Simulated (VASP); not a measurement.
A run of VASP 6.6.1 is set up as follows.

The input INCAR:

```
SYSTEM = AlN
PREC = Accurate ; ENCUT = 600
EDIFF = 1E-6 ; ISMEAR = -1
SIGMA = 0.02 ; LREAL = .FALSE.
LASPH = .TRUE. ; NELM = 120
ALGO = Normal ; ISIF = 2
LWAVE = .FALSE. ; LCHARG = .FALSE.
GGA = PE ; NBANDS = 11
GGA_COMPAT = .FALSE.
```

Contents of KPOINTS:

```
regular mesh
0
G
  8 8 8
  0 0 0
```

Contents of POSCAR:

```
AlN
1.0
    2.5854596279      0.0000000000      0.0000000000
    0.0000000000      2.5854596279      0.0000000000
    0.0000000000      0.0000000000      2.5854596279
Al N
1 1
Direct
    0.0000000000      0.0000000000      0.0000000000
    0.5000000000      0.5000000000      0.5000000000
```

Potentials or basis: VASP PAW PBE potentials, release 64 (Al, N).

The run is started by

```sh
$ cat potpaw_PBE.64/Al/POTCAR potpaw_PBE.64/N/POTCAR > POTCAR
$ mpirun -np 1 vasp_std > vasp.out
```

Question: Predict the band gap on the k mesh.

Answer: Zero (band 4 reaches 11.34 eV, above the bottom of band 5 at 10.72 eV).

Question: Predict the pressure.

Answer: 6.2 GPa.
